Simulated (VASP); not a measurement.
# OsPd: relaxation of cell and atoms with PBE

Crystal: OsPd.

```
Pd Os
1.0
     3.04741    0.00000    0.00000
     0.00000    3.04741    0.00000
     0.00000    0.00000    3.04741
Pd Os
1 1
Direct
  0.50000 0.50000 0.50000
  0.00000 0.00000 0.00000
```

```yaml
Program: VASP 6.6.1
Task: relaxation of cell and atoms
Functional: PBE
Potentials_or_basis: VASP PAW PBE potentials, release 64 (Pd, Os)
Cutoff: 600 eV
k_mesh: 6 × 6 × 6
Occupations: gaussian, width 0.1 eV
Spin: no spin polarisation
Dipole_correction: no
Further_INCAR_settings: ALGO = Normal; EDIFF = 1e-07; IBRION = 2; EDIFFG = -0.04; NSW = 90; ISIF = 3
```

The relaxed volume is 14.84 Å³/atom. The relaxed cell is a = 3.096 Å, b = 3.096 Å, c = 3.096 Å, α = 90.00°, β = 90.00°, γ = 90.00°, the space group after relaxing (to 0.1 Å) is Pm-3m (No. 221) and the energy gained by relaxing is 28.7 meV/atom. The ionic steps are 4. The pressure after relaxing is -0.1 GPa. The band gap on the k mesh is zero (bands 9 and 10 overlap by 1.75 eV).

Step by step:
| step | energy change (eV) | largest force (eV/Å) | pressure (GPa) | volume (Å³) |
| --- | --- | --- | --- | --- |
| 1 | 0.0000 | 0.0000 | 14.20 | 28.30 |
| 2 | 0.3027 | 0.0000 | -24.61 | 33.76 |
| 3 | -0.0573 | 0.0000 | -0.64 | 29.74 |
| 4 | -0.0575 | 0.0000 | -0.05 | 29.67 |

Final structure:
```yaml
crystal:
  lattice:
    - [3.09582, 0.00000, 0.00000]
    - [0.00000, 3.09582, 0.00000]
    - [0.00000, 0.00000, 3.09582]
  atoms:
    - { symbol: Pd, position: [0.50000, 0.50000, 0.50000] }
    - { symbol: Os, position: [0.00000, 0.00000, 0.00000] }
```

Levels at points of the mesh, in eV from the Fermi level:
```tsv
k point	band 5	band 6	band 7	band 8	band 9	band 10	band 11	band 12	band 13
(0.00, 0.00, 0.00)	-3.39	-3.39	-0.68	-0.68	1.37	1.37	1.37	8.43	8.43
(0.50, 0.00, 0.00)	-3.18	-3.18	-2.37	-1.67	-1.67	-0.09	-0.09	1.89	15.67
(0.50, 0.50, 0.00)	-1.49	-1.22	-0.36	0.57	0.57	1.20	1.68	1.68	6.83
(0.50, 0.50, 0.50)	-3.82	-3.82	-1.44	-1.44	1.30	1.30	6.79	7.61	8.80
```

Run time: 14 s on 1 thread of Intel(R) Xeon(R) 6975P-C (Granite Rapids), with other jobs on the host, peak memory 0.14 GiB.

Caveat: spin-orbit coupling is left out, which moves the levels of the heavy elements.
